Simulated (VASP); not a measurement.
A run of VASP 6.6.1:

INCAR

```
ALGO = Normal ; EDIFF = 1E-6
ENCUT = 520 ; GGA = PE
ISIF = 2 ; ISMEAR = -1
LASPH = True ; LCHARG = True
LELF = True ; LREAL = False
LVHAR = True ; LWAVE = False
NBANDS = 10 ; NELM = 60
PREC = Accurate ; SIGMA = 0.06122561905347299
```

KPOINTS

```
k-points
0
Gamma
  25 25 25
```

The input POSCAR:

```
K
1.0
    4.2115893669      0.0000000000      0.0000000000
    0.0000000000      4.2115893669      0.0000000000
    0.0000000000      0.0000000000      4.2115893669
K
1
Direct
    0.0000000000      0.0000000000      0.0000000000
```

Potentials or basis: VASP PAW PBE potentials, release 64 (K_sv).

Run with:

```console
$ cat potpaw_PBE.64/K_sv/POTCAR > POTCAR
$ mpirun -np 1 vasp_std > vasp.out
```

Hardware: 1 thread of Intel Xeon 6975P-C, with other jobs on the host.

Task: Estimate the wall time of this run.

Result: It took 2 min on 1 thread of Intel Xeon 6975P-C (shared host), peak memory 0.41 GiB. Counts: scf iterations 11, k points 455.
